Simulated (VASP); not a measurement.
# Cu (Fm-3m) in VASP: settings compared

The runs below take Cu through single point, with PBE, RPBE+D3(BJ), PBEsol+D4.

Program: VASP 6.6.1. These are calculated values, not measurements. Logs are shortened: lines on timing, memory, paths and dates and some standing lists are left out, and cuts for length are marked.

## 1. The cell of the first run

The structure is cubic, space group Fm-3m (No. 225). Conventional cell: a = 3.615 Å, b = 3.615 Å, c = 3.615 Å, α = 90.00°, β = 90.00°, γ = 90.00°. Cu (site symmetry m-3m) has 12 Cu at 2.56 Å within 3.4 Å.

## 2. Single point, PBE

File INCAR:

```
  PREC = Accurate
  ENCUT = 600
  EDIFF = 1E-6
  ISMEAR = 0
  SIGMA = 0.02
  LREAL = F
  LASPH = T
  NELM = 120
  ALGO = Normal
  ISIF = 2
  LWAVE = F
  LCHARG = F
  GGA = PE
  NBANDS = 12
  GGA_COMPAT = F
```

File KPOINTS:

```
regular mesh
0
Gamma
  13 13 13
```

File POSCAR:

```
Cu
1.0
    0.0000000000      1.8075000000      1.8075000000
    1.8075000000      0.0000000000      1.8075000000
    1.8075000000      1.8075000000      0.0000000000
Cu
1
Direct
    0.0000000000      0.0000000000      0.0000000000
```

Potentials or basis: VASP PAW PBE potentials, release 64 (Cu).

Run with:

```bash
$ cat potpaw_PBE.64/Cu/POTCAR > POTCAR
$ mpirun -np 1 vasp_std > vasp.out
```

OUTCAR:

```text
PREC = Accurate
   ENCUT = 600
   EDIFF = 1E-6
   ISMEAR = 0
   LREAL = F
   LASPH = T
   NELM = 120
   ISIF = 2
   GGA = PE

 ion  position               nearest neighbor table
   1  0.000  0.000  0.000-

  LATTYP: Found a face centered cubic cell.
 ALAT       =     3.6150000000

  Lattice vectors:

 A1 = (   0.0000000000,   1.8075000000,   1.8075000000)
 A2 = (   1.8075000000,   0.0000000000,   1.8075000000)
 A3 = (   1.8075000000,   1.8075000000,   0.0000000000)

Analysis of symmetry for initial positions (statically):
=====================================================================
 Subroutine PRICEL returns:
 Original cell was already a primitive cell.

 Routine SETGRP: Setting up the symmetry group for a
 face centered cubic supercell.

 Subroutine GETGRP returns: Found 48 space group operations
[... 9 lines left out ...]

 Routine SETGRP: Setting up the symmetry group for a
 face centered cubic supercell.

 Subroutine GETGRP returns: Found 48 space group operations
[... 11 lines left out ...]
                                     Primitive cell

  volume of cell :      11.8104

  direct lattice vectors                    reciprocal lattice vectors
     0.000000000  1.807500000  1.807500000    -0.276625173  0.276625173  0.276625173
     1.807500000  0.000000000  1.807500000     0.276625173 -0.276625173  0.276625173
     1.807500000  1.807500000  0.000000000     0.276625173  0.276625173 -0.276625173

  length of vectors
     2.556191014  2.556191014  2.556191014     0.479128854  0.479128854  0.479128854

  position of ions in fractional coordinates (direct lattice)
     0.000000000  0.000000000  0.000000000

  ion indices of the primitive-cell ions
   primitive index   ion index
                 1           1

----------------------------------------------------------------------------------------

 KPOINTS: regular mesh

Automatic generation of k-mesh.
 Grid dimensions read from file:
 generate k-points for:   13   13   13

 Generating k-lattice:

  Cartesian coordinates                     Fractional coordinates (reciprocal lattice)
    -0.021278859  0.021278859  0.021278859     0.076923077  0.000000000  0.000000000
     0.021278859 -0.021278859  0.021278859     0.000000000  0.076923077  0.000000000
     0.021278859  0.021278859 -0.021278859     0.000000000  0.000000000  0.076923077

  Length of vectors
     0.036856066  0.036856066  0.036856066

  Shift w.r.t. Gamma in fractional coordinates (k-lattice)
     0.000000000  0.000000000  0.000000000

 Subroutine IBZKPT returns following result:
 ===========================================

 Found     84 irreducible k-points:

 Following reciprocal coordinates:
            Coordinates               Weight
  0.000000  0.000000  0.000000      1.000000
  0.076923  0.000000  0.000000      8.000000
  0.153846  0.000000  0.000000      8.000000
  0.230769  0.000000  0.000000      8.000000
  0.307692  0.000000  0.000000      8.000000
  0.384615  0.000000  0.000000      8.000000
[... 16 lines left out ...]
  0.384615  0.153846  0.000000     24.000000
  0.461538  0.153846  0.000000     24.000000
 [... further k-points ...]
   k-points           NKPTS =     84   k-points in BZ     NKDIM =     84   number of bands    NBANDS=     12
   number of dos      NEDOS =    301   number of ions     NIONS =      1
   total plane-waves  NPLWV =   8000
   dimension x,y,z NGX =    20 NGY =   20 NGZ =   20
   dimension x,y,z NGXF=    40 NGYF=   40 NGZF=   40
   ions per type =               1
   NGX,Y,Z   is equivalent  to a cutoff of  13.01, 13.01, 13.01 a.u.
   NGXF,Y,Z  is equivalent  to a cutoff of  26.01, 26.01, 26.01 a.u.
 SYSTEM =  unknown system
   PREC   = accura    normal or accurate (medium, high low for compatibility)
   ISTART =      0    job   : 0-new  1-cont  2-samecut
   ICHARG =      2    charge: 1-file 2-atom 10-const
   ISPIN  =      1    spin polarized calculation?
   LNONCOLLINEAR =      F non collinear calculations
   LSORBIT =      F    spin-orbit coupling
   LASPH  =      T    aspherical Exc in radial PAW
   ENCUT  =  600.0 eV  44.10 Ry    6.64 a.u.   5.11  5.11  5.11*2*pi/ulx,y,z
   NELM   =    120;   NELMIN=  2; NELMDL= -5     # of ELM steps
   EDIFF  = 0.1E-05   stopping-criterion for ELM
   LREAL  =      F    real-space projection
   EDIFFG = 0.1E-04   stopping-criterion for IOM
   NSW    =      0    number of steps for IOM
   IBRION =     -1    ionic relax: 0-MD 1-quasi-New 2-CG
   NFREE  =      0    steps in history (QN), initial steepest desc. (CG)
   ISIF   =      2    stress and relaxation
   ISYM   =      2    0-nonsym 1-usesym 2-fastsym
   POTIM  = 0.5000    time-step for ionic-motion
   TEBEG  =    0.0;   TEEND  =   0.0 temperature during run
   PSTRESS=    0.0 pullay stress
   NELECT =      11.0000    total number of electrons
   NUPDOWN=      -1.0000    fix difference up-down
   EMIN   =  10.00;   EMAX   =-10.00  energy-range for DOS
   EFERMI =   0.00;   METHOD = LEGACY
   ISMEAR =     0;   SIGMA  =   0.02  broadening in eV -4-tet -1-fermi 0-gaus
   EFERMI_NEDOS =   21; number of points for ismear=-14 and -15
   IALGO  =     38    algorithm
   IMIX   =      4    mixing-type and parameters
     AMIX     =   0.40;   BMIX     =  1.00
     AMIX_MAG =   1.60;   BMIX_MAG =  1.00
  volume/ion in A,a.u.               =      11.81        79.70
  Fermi-wavevector in a.u.,A,eV,Ry     =   1.598763  3.021224 34.777078  2.556043
  Thomas-Fermi vector in A             =   2.696162
   LORBIT       =      0    0 simple, 1 ext, 2 COOP (PROOUT), +10 PAW based schemes
   GGA     = PE    functional components
   LHFCALC =     F    Hartree Fock is set to
   AEXX    =    0.0000 exact exchange contribution
   IVDW    =     0    specifies the selected vdW correction
   LEPSILON=     F    determine dielectric tensor
   LRPA    =     F    only Hartree local field effects (RPA)
 non-spin polarized calculation
 Gauss-broadening in eV      SIGMA  =   0.02
  energy-cutoff  :      600.00
  volume of cell :       11.81
 maximum number of plane-waves:       411
   NGX = 11   NGY = 11   NGZ = 11

 number of electron      11.0000001 magnetization

 Free energy of the ion-electron system (eV)
  ---------------------------------------------------
  ext. energy  EPLUGINS =         0.00000000
  ---------------------------------------------------
  free energy    TOTEN  =        -3.72692942 eV

  energy without entropy =       -3.72678607  energy(sigma->0) =       -3.72685775

 E-fermi :   7.7916     XC(G=0): -12.7264

 val. band max:        7.7774762768   @ k =   0.4615   0.3077   0.0000
 cond. band min:       7.8069317421   @ k =  -0.3846   0.1538   0.0000
 fundamental gap:      0.0294554653
 Fermi energy:         7.7915689356

 k-point     1 :       0.0000    0.0000    0.0000
  band No.  band energies     occupation
      1      -1.7660      2.00000
      2       4.5522      2.00000
      3       4.5522      2.00000
      4       4.5522      2.00000
      5       5.3735      2.00000
      6       5.3735      2.00000
      7      30.1795      0.00000
      8      32.8235      0.00000
      9      32.8235      0.00000
     10      32.8235      0.00000
     11      35.3137      0.00000
     12      35.3137      0.00000

 k-point     2 :       0.0769    0.0000    0.0000
  band No.  band energies     occupation
      1      -1.5508      2.00000
      2       4.5073      2.00000
      3       4.5920      2.00000
      4       4.5920      2.00000
      5       5.3584      2.00000
      6       5.3584      2.00000
      7      28.7438      0.00000
      8      31.1143      0.00000
      9      32.2075      0.00000
     10      32.2075      0.00000
     11      36.2297      0.00000
     12      36.2297      0.00000

 k-point     3 :       0.1538    0.0000    0.0000
  band No.  band energies     occupation
      1      -0.9198      2.00000
      2       4.3977      2.00000
      3       4.6780      2.00000
      4       4.6780      2.00000
      5       5.3442      2.00000
      6       5.3442      2.00000
      7      24.8947      0.00000
      8      30.6751      0.00000
      9      31.2885      0.00000
     10      31.2885      0.00000
     11      37.1667      0.00000
     12      37.6552      0.00000

 k-point     4 :       0.2308    0.0000    0.0000
  band No.  band energies     occupation
      1       0.0686      2.00000
      2       4.3039      2.00000
      3       4.7147      2.00000
      4       4.7147      2.00000
      5       5.4178      2.00000
      6       5.4178      2.00000
      7      20.9731      0.00000
      8      30.2061      0.00000
      9      30.5516      0.00000
     10      30.5516      0.00000
     11      36.5387      0.00000
     12      36.5387      0.00000

 k-point     5 :       0.3077    0.0000    0.0000
  band No.  band energies     occupation
      1       1.2392      2.00000
      2       4.4100      2.00000
      3       4.6598      2.00000
      4       4.6598      2.00000
      5       5.6022      2.00000
      6       5.6022      2.00000
      7      17.3247      0.00000
      8      29.5888      0.00000
      9      30.0519      0.00000
     10      30.0519      0.00000
     11      34.7869      0.00000
     12      34.7869      0.00000

 k-point     6 :       0.3846    0.0000    0.0000
  band No.  band energies     occupation
      1       2.1425      2.00000
      2       4.5785      2.00000
      3       4.5785      2.00000
      4       5.1045      2.00000
      5       5.8014      2.00000
      6       5.8014      2.00000
      7      14.1054      0.00000
      8      29.0330      0.00000
      9      29.7735      0.00000
     10      29.7735      0.00000
     11      33.4670      0.00000
     12      33.4670      0.00000

 k-point     7 :       0.4615    0.0000    0.0000
  band No.  band energies     occupation
      1       2.4745      2.00000
      2       4.5259      2.00000
      3       4.5259      2.00000
      4       5.9250      2.00000
      5       5.9250      2.00000
      6       6.3112      2.00000
      7      11.7445      0.00000
      8      28.7140      0.00000
      9      29.6663      0.00000
     10      29.6663      0.00000
     11      32.7524      0.00000
     12      32.7524      0.00000

 k-point     8 :       0.0769    0.0769    0.0000
  band No.  band energies     occupation
      1      -1.4793      2.00000
      2       4.4680      2.00000
      3       4.6200      2.00000
      4       4.6200      2.00000
      5       5.2978      2.00000
      6       5.4043      2.00000
      7      29.3237      0.00000
      8      30.6463      0.00000
      9      30.6463      0.00000
     10      31.7560      0.00000
     11      36.7800      0.00000
     12      37.6217      0.00000
[... 166 lines left out ...]
 k-point    20 :       0.1538    0.1538    0.0000
  band No.  band energies     occupation
      1      -0.6429      2.00000
      2       4.2377      2.00000
      3       4.8175      2.00000
      4       4.8175      2.00000
      5       5.1040      2.00000
      6       5.4899      2.00000
      7      27.8149      0.00000
      8      27.8149      0.00000
      9      27.9378      0.00000
     10      29.7842      0.00000
     11      33.8775      0.00000
     12      39.9714      0.00000

 k-point    21 :       0.2308    0.1538    0.0000
  band No.  band energies     occupation
      1       0.0837      2.00000
      2       4.0928      2.00000
      3       4.8295      2.00000
      4       4.9309      2.00000
      5       5.1532      2.00000
      6       5.5623      2.00000
      7      24.1122      0.00000
      8      26.6492      0.00000
      9      28.0434      0.00000
     10      29.8209      0.00000
     11      32.4494      0.00000
     12      39.9396      0.00000

 k-point    22 :       0.3077    0.1538    0.0000
  band No.  band energies     occupation
      1       1.0997      2.00000
      2       3.9888      2.00000
      3       4.6561      2.00000
      4       4.9573      2.00000
      5       5.5239      2.00000
      6       5.7027      2.00000
      7      20.2971      0.00000
      8      25.8981      0.00000
      9      27.2123      0.00000
     10      28.8283      0.00000
     11      34.1841      0.00000
     12      39.1854      0.00000

 k-point    23 :       0.3846    0.1538    0.0000
  band No.  band energies     occupation
      1       2.1471      2.00000
      2       4.0330      2.00000
      3       4.5014      2.00000
      4       4.9024      2.00000
      5       5.8658      2.00000
      6       6.1582      2.00000
      7      16.7600      0.00000
      8      25.5965      0.00000
      9      25.8406      0.00000
     10      28.1541      0.00000
     11      37.0281      0.00000
     12      38.4943      0.00000

 k-point    24 :       0.4615    0.1538    0.0000
  band No.  band energies     occupation
      1       2.7606      2.00000
      2       4.1974      2.00000
      3       4.5636      2.00000
      4       4.8272      2.00000
      5       5.9580      2.00000
      6       7.2496      2.00000
      7      13.6616      0.00000
      8      24.4474      0.00000
      9      25.7801      0.00000
     10      27.9921      0.00000
     11      37.7277      0.00000
     12      37.8348      0.00000

 [... further k-points ...]
[... 5 lines left out ...]
  --------------------------------------------------------------------------------------
  -------------------------------------------------------------------------------------
  Total        0.1670394      0.1670394      0.1670394      0.0000000      0.0000000     -0.0000000
  in kB       22.6602392     22.6602392     22.6602392      0.0000000      0.0000000     -0.0000000
  external PRESSURE =      22.6602392 kB  Pullay stress =       0.0000000 kB

 VOLUME and BASIS-vectors are now :
 -----------------------------------------------------------------------------
  energy-cutoff  :      600.00
  volume of cell :       11.81
      direct lattice vectors                 reciprocal lattice vectors
     0.000000000  1.807500000  1.807500000    -0.276625173  0.276625173  0.276625173
     1.807500000  0.000000000  1.807500000     0.276625173 -0.276625173  0.276625173
     1.807500000  1.807500000  0.000000000     0.276625173  0.276625173 -0.276625173

 POSITION                                       TOTAL-FORCE (eV/Angst)
 -----------------------------------------------------------------------------------
      0.00000      0.00000      0.00000        -0.000000     -0.000000     -0.000000
 -----------------------------------------------------------------------------------
    total drift:                                0.000000      0.000000      0.000000

  FREE ENERGIE OF THE ION-ELECTRON SYSTEM (eV)
  ---------------------------------------------------
  free  energy   TOTEN  =        -3.7269294221 eV

  energy  without entropy=       -3.7267860713  energy(sigma->0) =       -3.72685775
```

It took 7.5 s on 1 thread of Intel Xeon 6975P-C (Granite Rapids), shared host; peak memory 0.13 GiB.

Results:

- Free energy: -3.7269 eV
- Pressure: 2.3 GPa

Levels at points of the mesh, in eV from the Fermi level:
| k point | band 2 | band 3 | band 4 | band 5 | band 6 | band 7 | band 8 | band 9 | band 10 | band 11 |
| --- | --- | --- | --- | --- | --- | --- | --- | --- | --- | --- |
| (0.00, 0.00, 0.00) | -3.24 | -3.24 | -3.24 | -2.42 | -2.42 | 22.39 | 25.03 | 25.03 | 25.03 | 27.52 |

(Continued in part 2 of 2.)
